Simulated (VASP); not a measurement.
# Se (Im-3m) in VASP: notebook, part 2 of 2

VASP 6.6.1.

### Step 3. Single point, PBEsol

Input file INCAR:

```
PREC     = Accurate       # precision mode
ENCUT    = 500            # plane-wave cutoff, eV
EDIFF    = 1E-6           # SCF threshold, eV
ISMEAR   = 0              # smearing method
SIGMA    = 0.15           # smearing width, eV
LREAL    = F              # projectors in reciprocal space
LASPH    = T              # aspherical terms in the spheres
NELM     = 120            # most SCF steps
ALGO     = Normal         # electronic algorithm
ISIF     = 2              # what is computed and relaxed
LWAVE    = F              # write WAVECAR
LCHARG   = F              # write CHGCAR
GGA      = PS             # functional
NBANDS   = 9              # bands
GGA_COMPAT= F
```

Input file KPOINTS:

```
Automatic mesh
0
Gamma
  13 13 13
```

Input file POSCAR:

```
Se
1.0
   -1.4038000000      1.4038000000      1.4038000000
    1.4038000000     -1.4038000000      1.4038000000
    1.4038000000      1.4038000000     -1.4038000000
Se
1
Direct
    0.0000000000      0.0000000000      0.0000000000
```

Potentials or basis: VASP PAW PBE potentials, release 64 (Se).

Started as:

```bash
$ cat potpaw_PBE.64/Se/POTCAR > POTCAR
$ mpirun -np 1 vasp_std > vasp.out
```

OUTCAR:

```text
PREC = Accurate
   ENCUT = 500
   EDIFF = 1E-6
   ISMEAR = 0
   LREAL = F
   LASPH = T
   NELM = 120
   ISIF = 2
   GGA = PS

 ion  position               nearest neighbor table
   1  0.000  0.000  0.000-

  LATTYP: Found a body centered cubic cell.
 ALAT       =     2.8076000000

  Lattice vectors:

 A1 = (  -1.4038000000,   1.4038000000,   1.4038000000)
 A2 = (   1.4038000000,  -1.4038000000,   1.4038000000)
 A3 = (   1.4038000000,   1.4038000000,  -1.4038000000)

Analysis of symmetry for initial positions (statically):
=====================================================================
 Subroutine PRICEL returns:
 Original cell was already a primitive cell.

 Routine SETGRP: Setting up the symmetry group for a
 body centered cubic supercell.

 Subroutine GETGRP returns: Found 48 space group operations
 (whereof 48 operations were pure point group operations)
 out of a pool of 48 trial point group operations.

The static configuration has the point symmetry O_h .

Analysis of symmetry for dynamics (positions and initial velocities):
=====================================================================
 Subroutine PRICEL returns:
 Original cell was already a primitive cell.

 Routine SETGRP: Setting up the symmetry group for a
 body centered cubic supercell.

 Subroutine GETGRP returns: Found 48 space group operations
 (whereof 48 operations were pure point group operations)
 out of a pool of 48 trial point group operations.

The dynamic configuration has the point symmetry O_h .

 Subroutine INISYM returns: Found 48 space group operations
 (whereof 48 operations are pure point group operations),
 and found     1 'primitive' translations

----------------------------------------------------------------------------------------

                                     Primitive cell

  volume of cell :      11.0656

  direct lattice vectors                    reciprocal lattice vectors
    -1.403800000  1.403800000  1.403800000     0.000000000  0.356176093  0.356176093
     1.403800000 -1.403800000  1.403800000     0.356176093  0.000000000  0.356176093
     1.403800000  1.403800000 -1.403800000     0.356176093  0.356176093  0.000000000

  length of vectors
     2.431452924  2.431452924  2.431452924     0.503709062  0.503709062  0.503709062

  position of ions in fractional coordinates (direct lattice)
     0.000000000  0.000000000  0.000000000

  ion indices of the primitive-cell ions
   primitive index   ion index
                 1           1

----------------------------------------------------------------------------------------

 KPOINTS: Automatic mesh

Automatic generation of k-mesh.
 Grid dimensions read from file:
 generate k-points for:   13   13   13

 Generating k-lattice:

  Cartesian coordinates                     Fractional coordinates (reciprocal lattice)
     0.000000000  0.027398161  0.027398161     0.076923077  0.000000000  0.000000000
     0.027398161  0.000000000  0.027398161     0.000000000  0.076923077  0.000000000
     0.027398161  0.027398161  0.000000000     0.000000000  0.000000000  0.076923077

  Length of vectors
     0.038746851  0.038746851  0.038746851

  Shift w.r.t. Gamma in fractional coordinates (k-lattice)
     0.000000000  0.000000000  0.000000000

 Subroutine IBZKPT returns following result:
 ===========================================

 Found     84 irreducible k-points:

 Following reciprocal coordinates:
            Coordinates               Weight
  0.000000  0.000000  0.000000      1.000000
  0.076923  0.000000  0.000000     12.000000
  0.153846  0.000000  0.000000     12.000000
  0.230769  0.000000  0.000000     12.000000
  0.307692  0.000000  0.000000     12.000000
  0.384615  0.000000  0.000000     12.000000
[... 16 lines left out ...]
  0.153846  0.076923  0.076923     24.000000
  0.230769  0.076923  0.076923     24.000000
 [... further k-points ...]
   k-points           NKPTS =     84   k-points in BZ     NKDIM =     84   number of bands    NBANDS=      9
   number of dos      NEDOS =    301   number of ions     NIONS =      1
   total plane-waves  NPLWV =   5832
   dimension x,y,z NGX =    18 NGY =   18 NGZ =   18
   dimension x,y,z NGXF=    36 NGYF=   36 NGZF=   36
   ions per type =               1
   NGX,Y,Z   is equivalent  to a cutoff of  12.31, 12.31, 12.31 a.u.
   NGXF,Y,Z  is equivalent  to a cutoff of  24.61, 24.61, 24.61 a.u.
 SYSTEM =  unknown system
   PREC   = accura    normal or accurate (medium, high low for compatibility)
   ISTART =      0    job   : 0-new  1-cont  2-samecut
   ICHARG =      2    charge: 1-file 2-atom 10-const
   ISPIN  =      1    spin polarized calculation?
   LNONCOLLINEAR =      F non collinear calculations
   LSORBIT =      F    spin-orbit coupling
   LASPH  =      T    aspherical Exc in radial PAW
   ENCUT  =  500.0 eV  36.75 Ry    6.06 a.u.   4.43  4.43  4.43*2*pi/ulx,y,z
   NELM   =    120;   NELMIN=  2; NELMDL= -5     # of ELM steps
   EDIFF  = 0.1E-05   stopping-criterion for ELM
   LREAL  =      F    real-space projection
   EDIFFG = 0.1E-04   stopping-criterion for IOM
   NSW    =      0    number of steps for IOM
   IBRION =     -1    ionic relax: 0-MD 1-quasi-New 2-CG
   NFREE  =      0    steps in history (QN), initial steepest desc. (CG)
   ISIF   =      2    stress and relaxation
   ISYM   =      2    0-nonsym 1-usesym 2-fastsym
   POTIM  = 0.5000    time-step for ionic-motion
   TEBEG  =    0.0;   TEEND  =   0.0 temperature during run
   PSTRESS=    0.0 pullay stress
   NELECT =       6.0000    total number of electrons
   NUPDOWN=      -1.0000    fix difference up-down
   EMIN   =  10.00;   EMAX   =-10.00  energy-range for DOS
   EFERMI =   0.00;   METHOD = LEGACY
   ISMEAR =     0;   SIGMA  =   0.15  broadening in eV -4-tet -1-fermi 0-gaus
   EFERMI_NEDOS =   21; number of points for ismear=-14 and -15
   IALGO  =     38    algorithm
   IMIX   =      4    mixing-type and parameters
     AMIX     =   0.40;   BMIX     =  1.00
     AMIX_MAG =   1.60;   BMIX_MAG =  1.00
  volume/ion in A,a.u.               =      11.07        74.67
  Fermi-wavevector in a.u.,A,eV,Ry     =   1.334955  2.522699 24.247014  1.782105
  Thomas-Fermi vector in A             =   2.463697
   LORBIT       =      0    0 simple, 1 ext, 2 COOP (PROOUT), +10 PAW based schemes
   GGA     = PS    functional components
   LHFCALC =     F    Hartree Fock is set to
   AEXX    =    0.0000 exact exchange contribution
   IVDW    =     0    specifies the selected vdW correction
   LEPSILON=     F    determine dielectric tensor
   LRPA    =     F    only Hartree local field effects (RPA)
 non-spin polarized calculation
 Gauss-broadening in eV      SIGMA  =   0.15
  energy-cutoff  :      500.00
  volume of cell :       11.07
 maximum number of plane-waves:       321
 NGX is ok and might be reduce to    18
   NGX =  9   NGY =  9   NGZ =  9

 number of electron       6.0000001 magnetization

 Free energy of the ion-electron system (eV)
  ---------------------------------------------------
  ext. energy  EPLUGINS =         0.00000000
  ---------------------------------------------------
  free energy    TOTEN  =        -0.84298672 eV

  energy without entropy =       -0.83786639  energy(sigma->0) =       -0.84042655

 E-fermi :  15.1825     XC(G=0): -13.6294

 val. band max:       15.1407443968   @ k =   0.1538   0.1538   0.0000
 cond. band min:      15.1864396991   @ k =  -0.3846   0.4615   0.2308
 fundamental gap:      0.0456953023
 Fermi energy:        15.1824721040

 k-point     1 :       0.0000    0.0000    0.0000
  band No.  band energies     occupation
      1      -8.8087      2.00000
      2      22.8573      0.00000
      3      22.8573      0.00000
      4      22.8573      0.00000
      5      29.3140      0.00000
      6      29.3140      0.00000
      7      29.3140      0.00000
      8      33.0686      0.00000
      9      33.0686      0.00000

 k-point     2 :       0.0769    0.0000    0.0000
  band No.  band energies     occupation
      1      -8.5842      2.00000
      2      21.1269      0.00000
      3      21.9245      0.00000
      4      22.6217      0.00000
      5      28.2037      0.00000
      6      28.7193      0.00000
      7      30.6189      0.00000
      8      31.4825      0.00000
      9      31.8345      0.00000
[... 253 lines left out ...]
 k-point    24 :       0.2308    0.0769    0.0769
  band No.  band energies     occupation
      1      -4.7871      2.00000
      2       9.6659      2.00000
      3      14.7297      1.99998
      4      16.6873      0.00000
      5      27.6292      0.00000
      6      27.6669      0.00000
      7      33.7443      0.00000
      8      35.1075      0.00000
      9      38.6561      0.00000

 [... further k-points ...]

------------------------ aborting loop because EDIFF is reached ----------------------------------------

  FORCE on cell =-STRESS in cart. coord.  units (eV):
  Direction    XX          YY          ZZ          XY          YZ          ZX
  --------------------------------------------------------------------------------------
  -------------------------------------------------------------------------------------
  Total       11.3171366     11.3171366     11.3171366      0.0000000     -0.0000000      0.0000000
  in kB     1638.5942742   1638.5942742   1638.5942742      0.0000000     -0.0000000      0.0000000
  external PRESSURE =    1638.5942742 kB  Pullay stress =       0.0000000 kB

 VOLUME and BASIS-vectors are now :
 -----------------------------------------------------------------------------
  energy-cutoff  :      500.00
  volume of cell :       11.07
      direct lattice vectors                 reciprocal lattice vectors
    -1.403800000  1.403800000  1.403800000     0.000000000  0.356176093  0.356176093
     1.403800000 -1.403800000  1.403800000     0.356176093  0.000000000  0.356176093
     1.403800000  1.403800000 -1.403800000     0.356176093  0.356176093  0.000000000

 POSITION                                       TOTAL-FORCE (eV/Angst)
 -----------------------------------------------------------------------------------
      0.00000      0.00000      0.00000         0.000000      0.000000     -0.000000
 -----------------------------------------------------------------------------------
    total drift:                               -0.000000      0.000000     -0.000000

  FREE ENERGIE OF THE ION-ELECTRON SYSTEM (eV)
  ---------------------------------------------------
  free  energy   TOTEN  =        -0.8429867168 eV

  energy  without entropy=       -0.8378663904  energy(sigma->0) =       -0.84042655
```

It took 21 s on 1 thread of AMD EPYC 7R13, shared host; peak memory 0.09 GiB.

What came out:

| Property | Result |
| --- | --- |
| Free energy | -0.8430 eV |
| Pressure | 163.9 GPa |
| Band gap on the k mesh | zero (band 3 reaches 22.86 eV, above the bottom of band 4 at 7.63 eV) |

Levels at points of the mesh, in eV from the Fermi level:
```
           k point  band 1  band 2  band 3  band 4  band 5  band 6  band 7  band 8
(0.00, 0.00, 0.00)  -23.99    7.67    7.67    7.67   14.13   14.13   14.13   17.89
```

Caveat: the PAW data sets were made with another functional, which shifts forces and pressure a little.

### Step 4. Single point, PBEsol

Input file INCAR:

```
SYSTEM = Se
ALGO = Normal
EDIFF = 1E-6
ENCUT = 500
GGA = PS
GGA_COMPAT = .FALSE.
ISIF = 2
ISMEAR = 0
LASPH = .TRUE.
LCHARG = .FALSE.
LREAL = .FALSE.
LWAVE = .FALSE.
NBANDS = 9
NELM = 120
PREC = Accurate
SIGMA = 0.1
```

Input file KPOINTS:

```
k-points
0
G
  13 13 13
  0 0 0
```

POSCAR is that of step 3.

Potentials or basis: VASP PAW PBE potentials, release 64 (Se).

Started as:

```bash
$ cat potpaw_PBE.64/Se/POTCAR > POTCAR
$ mpirun -np 1 vasp_std > vasp.out
```

OUTCAR:

```text
SYSTEM = Se
   EDIFF = 1E-6
   ENCUT = 500
   GGA = PS
   ISIF = 2
   ISMEAR = 0
   LASPH = .TRUE.
   LREAL = .FALSE.
   NELM = 120
   PREC = Accurate

 ion  position               nearest neighbor table
   1  0.000  0.000  0.000-

  LATTYP: Found a body centered cubic cell.
 ALAT       =     2.8076000000

  Lattice vectors:

 A1 = (  -1.4038000000,   1.4038000000,   1.4038000000)
 A2 = (   1.4038000000,  -1.4038000000,   1.4038000000)
 A3 = (   1.4038000000,   1.4038000000,  -1.4038000000)

Analysis of symmetry for initial positions (statically):
=====================================================================
 Subroutine PRICEL returns:
 Original cell was already a primitive cell.

 Routine SETGRP: Setting up the symmetry group for a
 body centered cubic supercell.

 Subroutine GETGRP returns: Found 48 space group operations
 (whereof 48 operations were pure point group operations)
 out of a pool of 48 trial point group operations.

The static configuration has the point symmetry O_h .

[... 161 lines left out ...]
 val. band max:       15.1861724145   @ k =  -0.3846   0.4615   0.2308
 cond. band min:      15.2203538682   @ k =  -0.4615  -0.4615   0.2308
 fundamental gap:      0.0341814537
 Fermi energy:        15.1890721663

 k-point     1 :       0.0000    0.0000    0.0000
  band No.  band energies     occupation
      1      -8.8088      2.00000
      2      22.8570      0.00000
      3      22.8570      0.00000
      4      22.8570      0.00000
      5      29.3138      0.00000
      6      29.3138      0.00000
      7      29.3138      0.00000
      8      33.0685      0.00000
      9      33.0685      0.00000
[... 265 lines left out ...]
 k-point    24 :       0.2308    0.0769    0.0769
  band No.  band energies     occupation
      1      -4.7873      2.00000
      2       9.6656      2.00000
      3      14.7295      2.00000
      4      16.6871      0.00000
      5      27.6289      0.00000
      6      27.6668      0.00000
      7      33.7442      0.00000
      8      35.1074      0.00000
      9      38.6558      0.00000

 [... further k-points ...]

------------------------ aborting loop because EDIFF is reached ----------------------------------------

  FORCE on cell =-STRESS in cart. coord.  units (eV):
  Direction    XX          YY          ZZ          XY          YZ          ZX
  --------------------------------------------------------------------------------------
  -------------------------------------------------------------------------------------
  Total       11.3094106     11.3094106     11.3094106     -0.0000000     -0.0000000     -0.0000000
  in kB     1637.4756496   1637.4756496   1637.4756496     -0.0000000     -0.0000000     -0.0000000
  external PRESSURE =    1637.4756496 kB  Pullay stress =       0.0000000 kB

 VOLUME and BASIS-vectors are now :
 -----------------------------------------------------------------------------
  energy-cutoff  :      500.00
  volume of cell :       11.07
      direct lattice vectors                 reciprocal lattice vectors
    -1.403800000  1.403800000  1.403800000     0.000000000  0.356176093  0.356176093
     1.403800000 -1.403800000  1.403800000     0.356176093  0.000000000  0.356176093
     1.403800000  1.403800000 -1.403800000     0.356176093  0.356176093  0.000000000

 POSITION                                       TOTAL-FORCE (eV/Angst)
 -----------------------------------------------------------------------------------
      0.00000      0.00000      0.00000         0.000000      0.000000      0.000000
 -----------------------------------------------------------------------------------
    total drift:                               -0.000000      0.000000     -0.000000

  FREE ENERGIE OF THE ION-ELECTRON SYSTEM (eV)
  ---------------------------------------------------
  free  energy   TOTEN  =        -0.8414254615 eV

  energy  without entropy=       -0.8385580316  energy(sigma->0) =       -0.83999175
```

OSZICAR:

```text
N       E                     dE             d eps       ncg     rms          rms(c)
DAV:   1     0.103626050764E+02    0.10363E+02   -0.34277E+03  1552   0.591E+02
DAV:   2    -0.702393568593E+00   -0.11065E+02   -0.10633E+02  2137   0.814E+01
DAV:   3    -0.874263639034E+00   -0.17187E+00   -0.17042E+00  1811   0.839E+00
DAV:   4    -0.874398986822E+00   -0.13535E-03   -0.13534E-03  2016   0.243E-01
DAV:   5    -0.874399015056E+00   -0.28235E-07   -0.28713E-07  1752   0.308E-03    0.111E+01
DAV:   6    -0.852910883041E+00    0.21488E-01   -0.24000E-03  1890   0.330E-01    0.669E+00
DAV:   7    -0.841479448840E+00    0.11431E-01   -0.43427E-03  1957   0.473E-01    0.665E-02
DAV:   8    -0.841428186738E+00    0.51262E-04   -0.68924E-05  1712   0.533E-02    0.170E-02
DAV:   9    -0.841425740319E+00    0.24464E-05   -0.50312E-06  1998   0.135E-02    0.438E-03
DAV:  10    -0.841425461480E+00    0.27884E-06   -0.27745E-08   876   0.166E-03
   1 F= -.84142546E+00 E0= -.83999175E+00  d E =-.286743E-02
```

It used 14 s of CPU time on 1 thread of AMD EPYC 7R13, with other jobs on the host.

Results:

- Free energy: -0.8414 eV
- Pressure: 163.7 GPa
- Band gap on the k mesh: zero (band 3 reaches 22.86 eV, above the bottom of band 4 at 7.63 eV)

Caveat: the PAW data sets were made with another functional, which shifts forces and pressure a little.

### Step 5. Single point, PBEsol

Input file INCAR:

```
PREC = Accurate
ENCUT = 500
EDIFF = 1E-6
ISMEAR = 0
SIGMA = 0.05
LREAL = False
LASPH = True
NELM = 120
ALGO = Normal
ISIF = 2
LWAVE = False
LCHARG = True
GGA = PS
LELF = True
LVHAR = True
NBANDS = 9
GGA_COMPAT = False
```

Input file KPOINTS:

```
regular mesh
0
Gamma
  13 13 13
```

POSCAR is that of step 4.

Started as:

```bash
$ cat potpaw_PBE.64/Se/POTCAR > POTCAR
$ mpirun -np 1 vasp_std > vasp.out
```

Wall time 18 s (1 thread of AMD EPYC 7R13, shared host); peak memory 0.09 GiB.

The run converged. Its results:

```yaml
Free_energy: -0.8401 eV
Pressure: 163.5 GPa
Band_gap_on_the_k_mesh: zero (band 3 reaches 22.86 eV, above the bottom of band 4 at 7.63 eV)
```

Levels at points of the mesh, in eV from the Fermi level:
| k point | band 1 | band 2 | band 3 | band 4 | band 5 | band 6 | band 7 |
| --- | --- | --- | --- | --- | --- | --- | --- |
| (0.00, 0.00, 0.00) | -24.00 | 7.66 | 7.66 | 7.66 | 14.12 | 14.12 | 14.12 |

Caveat: the PAW data sets were made with another functional, which shifts forces and pressure a little.

### Step 6. Single point, PBEsol

Input file INCAR:

```
SYSTEM = Se
ALGO     = Normal         ! electronic algorithm
EDIFF    = 1E-6           ! SCF threshold, eV
ENCUT    = 500            ! plane-wave cutoff, eV
GGA      = PS             ! functional
GGA_COMPAT= .False.      
ISIF     = 2              ! what is computed and relaxed
ISMEAR   = 0              ! smearing method
LASPH    = .True.         ! aspherical terms in the spheres
LCHARG   = .False.        ! write CHGCAR
LREAL    = .False.        ! projectors in reciprocal space
LWAVE    = .False.        ! write WAVECAR
NBANDS   = 9              ! bands
NELM     = 120            ! most SCF steps
PREC     = Accurate       ! precision mode
SIGMA    = 0.025          ! smearing width, eV
```

Input file KPOINTS:

```
k-points
0
Gamma
  13 13 13
  0 0 0
```

POSCAR is that of step 5.

Potentials or basis: VASP PAW PBE potentials, release 64 (Se).

Started as:

```bash
$ cat potpaw_PBE.64/Se/POTCAR > POTCAR
$ mpirun -np 1 vasp_std > vasp.out
```

It took 17 s on 1 thread of AMD EPYC 7R13, shared host; peak memory 0.09 GiB.

Results (log left out):

```yaml
Free_energy: -0.8397 eV
Pressure: 163.4 GPa
Band_gap_on_the_k_mesh: zero (band 3 reaches 22.86 eV, above the bottom of band 4 at 7.63 eV)
```

Levels at points of the mesh, in eV from the Fermi level:
```tsv
k point	band 1	band 2	band 3	band 4	band 5	band 6	band 7
(0.00, 0.00, 0.00)	-24.00	7.66	7.66	7.66	14.12	14.12	14.12
```

Caveat: the PAW data sets were made with another functional, which shifts forces and pressure a little.

### Step 7. Overview

| smearing | gap on the mesh (eV) | pressure (GPa) |
| --- | --- | --- |
| gaussian 0.25 eV | none | 164.0 |
| gaussian 0.15 eV | none | 163.9 |
| gaussian 0.1 eV | none | 163.7 |
| gaussian 0.05 eV | none | 163.5 |
| gaussian 0.025 eV | none | 163.4 |

Alike in all rows: task single point; level PBEsol; potentials or basis VASP PAW PBE potentials, release 64 (Se); no spin polarisation; cell as given; k mesh 13 × 13 × 13; cutoff (eV) 500.

Every run on the cell as given and a fine mesh finds a metal.

Caveats: the PAW data sets were made with another functional, which shifts forces and pressure a little.

Absolute energies hang on the potentials; compare differences alone.
